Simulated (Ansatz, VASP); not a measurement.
## Rh in VASP and in Ansatz

```
CELL_PARAMETERS angstrom
0.00000 1.91497 1.91497
1.91497 0.00000 1.91497
1.91497 1.91497 0.00000
ATOMIC_POSITIONS crystal
Rh 0.00000 0.00000 0.00000
```

Alike in both runs: functional PBE; k mesh 18 × 18 × 18; occupations fermi-dirac, width 0.05 eV; no spin polarisation.

Ansatz relaxed the structure, and its values are those at the end. VASP's run is a single point on that final structure, the one shown.

```csv
,VASP,Ansatz
version,VASP 6.6.1,Ansatz 0.2.0
potentials or method,"VASP PAW PBE potentials, release 64 (Rh_pv)","PAW with Ansatz's default frozen-core files, scalar-relativistic"
plane-wave cutoff (eV),520,420
valence electrons in the cell,15,17
```

|  | VASP | Ansatz | Ansatz less VASP |
| --- | --- | --- | --- |
| pressure (GPa) | 0.1 | 0.0 | -0.04 |

With one functional, cell and mesh, what is left measures potentials, basis and numerics. VASP's potentials hold 15 valence electrons a cell and Ansatz's 17, so a difference there can come from the potentials and not from the codes.
